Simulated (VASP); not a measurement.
# Re (P6_3/mmc) in VASP: further runs, part 2 of 2

VASP 6.6.1.

### 4 Single point, PBEsol

This run uses another cell than the first one, of 16.30 Å³/atom.

The input, INCAR:

```
SYSTEM = Re
ALGO = Fast ; EDIFF = 1E-7
ENCUT = 520 ; GGA = PS
ISIF = 2 ; ISMEAR = 0
LASPH = .TRUE. ; LCHARG = .TRUE.
LELF = .TRUE. ; LREAL = .FALSE.
LVHAR = .TRUE. ; LWAVE = .FALSE.
NBANDS = 14 ; NELM = 80
PREC = Accurate ; SIGMA = 0.15
```

The input, KPOINTS:

```
k-points
0
G
  18 18 10
  0 0 0
```

The input, POSCAR:

```
Re
1.0
    2.7502953086      0.0000000000      0.0000000000
   -1.3751476543      2.3818256051      0.0000000000
    0.0000000000      0.0000000000      4.9765000000
Re
2
Direct
    0.3333333333      0.6666666667      0.2500000000
    0.6666666667      0.3333333333      0.7500000000
```

Potentials or basis: VASP PAW PBE potentials, release 64 (Re).

Command:

```
> cat potpaw_PBE.64/Re/POTCAR > POTCAR
> mpirun -np 1 vasp_std > vasp.out
```

OUTCAR:

```text
SYSTEM = Re
   EDIFF = 1E-7
   ENCUT = 520
   GGA = PS
   ISIF = 2
   ISMEAR = 0
   LASPH = .TRUE.
   LREAL = .FALSE.
   NELM = 80
   PREC = Accurate

 ion  position               nearest neighbor table
   1  0.333  0.667  0.250-   2 2.95   2 2.95   2 2.95   2 2.95   2 2.95   2 2.95
   2  0.667  0.333  0.750-   1 2.95   1 2.95   1 2.95   1 2.95   1 2.95   1 2.95

  LATTYP: Found a hexagonal cell.
 ALAT       =     2.7502953086
 C/A-ratio  =     1.8094420568

  Lattice vectors:
[... 598 lines left out ...]

------------------------ aborting loop because EDIFF is reached ----------------------------------------

  FORCE on cell =-STRESS in cart. coord.  units (eV):
  Direction    XX          YY          ZZ          XY          YZ          ZX
  --------------------------------------------------------------------------------------
  -------------------------------------------------------------------------------------
  Total       -3.8155315     -3.8155315    -11.2037532     -0.0000000     -0.0000000     -0.0000000
  in kB     -187.5220465   -187.5220465   -550.6312073     -0.0000000     -0.0000000     -0.0000000
  external PRESSURE =    -308.5584335 kB  Pullay stress =       0.0000000 kB

 VOLUME and BASIS-vectors are now :
 -----------------------------------------------------------------------------
  energy-cutoff  :      520.00
  volume of cell :       32.60
      direct lattice vectors                 reciprocal lattice vectors
     2.750295309  0.000000000  0.000000000     0.363597319  0.209923010  0.000000000
    -1.375147654  2.381825605  0.000000000     0.000000000  0.419846020  0.000000000
     0.000000000  0.000000000  4.976500000     0.000000000  0.000000000  0.200944439

 POSITION                                       TOTAL-FORCE (eV/Angst)
 -----------------------------------------------------------------------------------
     -0.00000      1.58788      1.24412        -0.000000     -0.000000      0.000000
      1.37515      0.79394      3.73237         0.000000      0.000000      0.000000
 -----------------------------------------------------------------------------------
    total drift:                               -0.000000      0.000000     -0.000000

  FREE ENERGIE OF THE ION-ELECTRON SYSTEM (eV)
  ---------------------------------------------------
  free  energy   TOTEN  =       -26.0353404353 eV

  energy  without entropy=      -26.0095022944  energy(sigma->0) =      -26.02242136
```

OSZICAR:

```text
N       E                     dE             d eps       ncg     rms          rms(c)
DAV:   1     0.182859960863E+02    0.18286E+02   -0.66851E+03 12424   0.120E+03
DAV:   2    -0.266130340995E+02   -0.44899E+02   -0.39508E+02 10160   0.266E+02
DAV:   3    -0.277657310794E+02   -0.11527E+01   -0.11107E+01  9826   0.461E+01
DAV:   4    -0.277786528109E+02   -0.12922E-01   -0.12900E-01  9614   0.332E+00
DAV:   5    -0.277789037693E+02   -0.25096E-03   -0.25091E-03  9758   0.827E-01    0.370E+01
RMM:   6    -0.263236019231E+02    0.14553E+01   -0.30767E-01  6574   0.260E+01    0.120E+01
RMM:   7    -0.260381771541E+02    0.28542E+00   -0.33893E+00  9351   0.240E+01    0.197E+00
RMM:   8    -0.260377411103E+02    0.43604E-03   -0.11427E-01  8877   0.530E+00    0.741E-01
RMM:   9    -0.260361298863E+02    0.16112E-02   -0.30758E-02  9713   0.107E+00    0.173E-01
RMM:  10    -0.260352603404E+02    0.86955E-03   -0.11381E-03  7915   0.107E+00    0.133E-01
RMM:  11    -0.260353382012E+02   -0.77861E-04   -0.18886E-03  9642   0.378E-01    0.343E-02
RMM:  12    -0.260353408892E+02   -0.26881E-05   -0.12589E-04  9762   0.772E-02    0.124E-02
RMM:  13    -0.260353407594E+02    0.12986E-06   -0.11186E-05  9564   0.295E-02    0.227E-03
RMM:  14    -0.260353403135E+02    0.44585E-06   -0.12571E-06  8190   0.104E-02    0.104E-03
RMM:  15    -0.260353404498E+02   -0.13628E-06   -0.18668E-07  5988   0.834E-03    0.578E-04
RMM:  16    -0.260353404353E+02    0.14474E-07   -0.25105E-09  5192   0.145E-02
   1 F= -.26035340E+02 E0= -.26022421E+02  d E =-.258381E-01
```

stdout:

```text
POSCAR found type information on POSCAR Re
 POSCAR found :  1 types and       2 ions
 scaLAPACK will be used
 -----------------------------------------------------------------------------
|                                                                             |
|                                                                             |
|     You enforced a specific xc type in the INCAR file but a different       |
|     I HOPE YOU KNOW WHAT YOU ARE DOING!                                     |
|                                                                             |
 -----------------------------------------------------------------------------

 LDA part: xc-table for (Slater+PW92), standard interpolation
 POSCAR, INCAR and KPOINTS ok, starting setup
 FFT: planning ... GRIDC
 FFT: planning ... GRID_SOFT
 FFT: planning ... GRID
 WAVECAR not read
 entering main loop
```

It took 48 s on 1 thread of Intel Xeon 6975P-C (Granite Rapids), shared host; peak memory 0.21 GiB.

What came out:

```
Free energy            : -26.0353 eV
Pressure               : -30.9 GPa
Band gap on the k mesh : zero (bands 7 and 8 overlap by 2.54 eV)
```

Stress tensor (GPa, compression positive):
```
-18.75   0.00   0.00
  0.00 -18.75   0.00
  0.00   0.00 -55.06
```

Caveat: the cell stands under tension; the PAW data sets were made with another functional, which shifts forces and pressure a little; spin-orbit coupling is left out, which moves the levels of the heavy elements.

### 5 Single point, PBEsol

This run uses another cell than the first one, of 16.69 Å³/atom.

The input, INCAR:

```
SYSTEM = Re
PREC = Accurate
ENCUT = 520
EDIFF = 1E-7
ISMEAR = 0
SIGMA = 0.15
LREAL = .FALSE.
LASPH = .TRUE.
NELM = 100
ALGO = Normal
ISIF = 2
LWAVE = .FALSE.
LCHARG = .TRUE.
GGA = PS
LELF = .TRUE.
LVHAR = .TRUE.
NBANDS = 14
```

The input, KPOINTS:

```
regular mesh
0
G
  18 18 10
  0 0 0
```

The input, POSCAR:

```
Re
1.0
    2.8878000000      0.0000000000      0.0000000000
   -1.4439000000      2.5009081610      0.0000000000
    0.0000000000      0.0000000000      4.6210000000
Re
2
Direct
    0.3333333333      0.6666666667      0.2500000000
    0.6666666667      0.3333333333      0.7500000000
```

Command:

```
> cat potpaw_PBE.64/Re/POTCAR > POTCAR
> mpirun -np 1 vasp_std > vasp.out
```

Run time: 36 s. Hardware: 1 thread of Intel Xeon 6975P-C (Granite Rapids), shared host; peak memory 0.23 GiB.

Results (log left out):

| Property | Result |
| --- | --- |
| Free energy | -26.1425 eV |
| Pressure | -40.0 GPa |
| Band gap on the k mesh | zero (bands 7 and 8 overlap by 2.61 eV) |

Stress tensor (GPa, compression positive):
```
-40.60   0.00   0.00
  0.00 -40.60   0.00
  0.00   0.00 -38.85
```

Levels at points of the mesh, in eV from the Fermi level:
| k point | band 5 | band 6 | band 7 | band 8 | band 9 | band 10 |
| --- | --- | --- | --- | --- | --- | --- |
| (0.00, 0.00, 0.00) | -1.19 | -0.58 | -0.58 | 0.12 | 0.12 | 0.54 |
| (0.50, 0.00, 0.00) | -1.63 | -1.11 | -0.46 | 3.21 | 3.65 | 3.66 |
| (0.00, 0.00, 0.50) | -1.42 | -1.42 | -1.42 | -1.42 | 2.13 | 2.13 |
| (0.50, 0.00, 0.50) | 0.34 | 0.34 | 0.73 | 0.73 | 3.48 | 3.48 |

Caveat: the cell stands under tension; the PAW data sets were made with another functional, which shifts forces and pressure a little; spin-orbit coupling is left out, which moves the levels of the heavy elements.

### 6 Overview

```csv
cell,gap on the mesh (eV),pressure (GPa)
"a = 2.796, b = 2.796, c = 4.799 Å, angles 90.0, 90.0, 120.0°, 2 atoms",none,-33.1
"a = 2.842, b = 2.842, c = 4.621 Å, angles 90.0, 90.0, 120.0°, 2 atoms",none,-33.1
"a = 2.750, b = 2.750, c = 4.976 Å, angles 90.0, 90.0, 120.0°, 2 atoms",none,-30.9
"a = 2.888, b = 2.888, c = 4.621 Å, angles 90.0, 90.0, 120.0°, 2 atoms",none,-40.0
```

Alike in all rows: task single point; level PBEsol; potentials or basis VASP PAW PBE potentials, release 64 (Re); no spin polarisation; k mesh 18 × 18 × 10; cutoff (eV) 520; smearing gaussian 0.15 eV.

Caveats: the cell stands under tension; the PAW data sets were made with another functional, which shifts forces and pressure a little; spin-orbit coupling is left out, which moves the levels of the heavy elements.

Total energies depend on the potentials used, so only differences within one code and one set of settings carry meaning.
